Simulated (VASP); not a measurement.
Crystal: CdS.

```
Cd S
1.0
     0.00000    2.93921    2.93921
     2.93921    0.00000    2.93921
     2.93921    2.93921    0.00000
Cd S
1 1
Direct
  0.00000 0.00000 0.00000
  0.25000 0.25000 0.25000
```

Program: VASP 6.6.1. Alike in all runs: task single point; no spin polarisation; cell as given; k mesh 4 × 4 × 4; cutoff (eV) 520; smearing gaussian 0.01 eV.

Task: Order these runs on this cell by their pressure, lowest first.
A. level PBE-based screened hybrid with 10 % exact exchange; potentials or basis VASP PAW PBE potentials, release 64 (Cd, S); grid for exact exchange (PRECFOCK) Normal; share of exact exchange 0.1; screening parameter 0.3 1/Å
B. level r2SCAN50; potentials or basis VASP PAW PBE potentials, release 64 (Cd, S); grid for exact exchange (PRECFOCK) Normal; share of exact exchange 0.5
C. level LDA; potentials or basis VASP PAW LDA potentials, release 64 (Cd, S)

Result: C (-3.1 GPa), B (-0.9 GPa), A (1.4 GPa).

Caveats: all runs use coarse meshes; the PAW data sets were made with another functional, which shifts forces and pressure a little (at least some runs).
